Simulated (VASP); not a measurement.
V: relaxation of cell and atoms with PBEsol

Crystal: V.

```xyz
1
Lattice="2.4041 0.0000 0.0000 0.0000 2.4041 0.0000 0.0000 0.0000 2.4041" Properties=species:S:1:pos:R:3 pbc="T T T"
V     0.0000    0.0000    0.0000
```

This isn't the form of V at room conditions, which is bcc.

| Item | Value |
| --- | --- |
| Program | VASP 6.6.1 |
| Task | relaxation of cell and atoms |
| Functional | PBEsol |
| Potentials or basis | VASP PAW PBE potentials, release 64 (V_sv) |
| Cutoff | 600 eV |
| k mesh | 22 × 22 × 22 |
| Occupations | gaussian, width 0.1 eV |
| Spin | no spin polarisation |
| Dipole correction | no |
| Further INCAR settings | ALGO = Normal; EDIFF = 1e-06; IBRION = 2; EDIFFG = -0.01; NSW = 100; ISIF = 3 |

| Item | Value |
| --- | --- |
| Relaxed volume | 14.06 Å³/atom |
| Relaxed cell | a = 2.414 Å, b = 2.414 Å, c = 2.414 Å, α = 90.00°, β = 90.00°, γ = 90.00° |
| Space group after relaxing (to 0.1 Å) | Pm-3m (No. 221) |
| Energy gained by relaxing | 0.9 meV/atom |
| Ionic steps | 3 |
| Pressure after relaxing | 0.0 GPa |
| Band gap on the k mesh | zero (an odd number of electrons rules out a gap without spin polarisation) |

Step by step:
| step | energy change (eV) | largest force (eV/Å) | pressure (GPa) | volume (Å³) |
| --- | --- | --- | --- | --- |
| 1 | 0.0000 | 0.0000 | 1.81 | 13.90 |
| 2 | -0.0002 | 0.0000 | -1.62 | 14.21 |
| 3 | -0.0009 | 0.0000 | 0.00 | 14.06 |

Final structure:
```yaml
crystal:
  lattice:
    - [2.41370, 0.00000, 0.00000]
    - [0.00000, 2.41370, 0.00000]
    - [0.00000, 0.00000, 2.41370]
  atoms:
    - { symbol: V, position: [0.00000, 0.00000, 0.00000] }
```

Levels at points of the mesh, in eV from the Fermi level:
```tsv
k point	band 5	band 6	band 7	band 8	band 9	band 10
(0.00, 0.00, 0.00)	-6.47	-2.26	-2.26	3.69	3.69	3.69
(0.50, 0.00, 0.00)	-2.27	-1.44	-0.12	1.56	1.56	3.88
(0.50, 0.50, 0.00)	-3.81	-0.71	2.03	2.03	5.06	6.40
(0.50, 0.50, 0.50)	-2.11	-2.11	-2.11	5.18	5.18	10.46
```

Wall time 42 s on 1 thread of Intel(R) Xeon(R) Platinum 8488C (Sapphire Rapids), with other jobs on the host, peak memory 0.18 GiB.

Caveat: the PAW data sets were made with another functional, which shifts forces and pressure a little.
